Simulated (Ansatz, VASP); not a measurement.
**One calculation of FeO, two programs**

```xyz
4
Lattice="-1.5177 -0.8762 -2.5158 1.5177 0.8762 -5.0316 1.5177 -2.6287 0.0000" Properties=species:S:1:pos:R:3 pbc="T T T"
Fe    0.0000    0.0000    0.0000
Fe    1.5177   -0.8762   -2.5158
O     0.0000   -1.7525   -1.2579
O     0.0000    0.0000   -3.7737
```

Alike in both runs: task single point; functional PBE; k mesh 8 × 5 × 7; occupations fermi-dirac, width 0.03 eV; collinear spin.

|  | VASP | Ansatz |
| --- | --- | --- |
| version | VASP 6.6.1 | Ansatz 0.2.0 |
| potentials or method | VASP PAW PBE potentials, release 64 (Fe, O), cutoff 600 eV | PAW, plane waves, scalar-relativistic |
| valence electrons in the cell | 28 | 44 |

```csv
,VASP,Ansatz,Ansatz less VASP
pressure (GPa),-0.9,-0.7,+0.19
"traceless stress, the component that is largest in VASP (GPa)",-0.78,-0.75,+0.023
net moment per atom (μB),2.00,2.00,+0.001
size of the moment on the site where the two differ most (μB),3.62,3.45,-0.168
```

Site moments also hang on the region over which each program counts them. The functional is the same, so the differences come from potentials, cutoffs and numerics. VASP's potentials hold 28 valence electrons a cell and Ansatz's 44, so a difference there can come from the potentials and not from the codes. Ansatz's warnings: stability check not made.
